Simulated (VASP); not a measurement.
AlP, 2 atoms in the cell. It takes space group F-43m (No. 216, cubic). Conventional cell: a = 5.562 Å, b = 5.562 Å, c = 5.562 Å, α = 90.00°, β = 90.00°, γ = 90.00°. Al (site symmetry -43m) has 4 P at 2.41 Å within 3.2 Å. P (site symmetry -43m) has 4 Al at 2.41 Å within 3.2 Å.  This cell differs from its parent crystal: volume scaled by 1.03.

* Program: VASP 6.6.1
* Task: single point
* Functional: PBE
* Potentials or basis: VASP PAW PBE potentials, release 64 (Al, P)
* Cutoff: 500 eV
* k mesh: 8 × 8 × 8
* Occupations: gaussian, width 0.02 eV
* Spin: no spin polarisation
* Dipole correction: no
* Further INCAR settings: ALGO = Normal; EDIFF = 1e-06; NBANDS = 11

Potentials or basis: VASP PAW PBE potentials, release 64 (Al, P).

The run is started by

```bash
$ cat potpaw_PBE.64/Al/POTCAR potpaw_PBE.64/P/POTCAR > POTCAR
$ mpirun -np 1 vasp_std > vasp.out
```

Hardware: 1 thread of Intel(R) Xeon(R) Platinum 8259CL CPU @ 2.50GHz (Skylake/Cascade Lake), on a shared host.

Task: How long does it take, and how much memory?

Result: It took 15 s on 1 thread of Intel(R) Xeon(R) Platinum 8259CL CPU @ 2.50GHz (Skylake/Cascade Lake) (shared host), peak memory 0.16 GiB. Counts: scf iterations 12, k points 29.
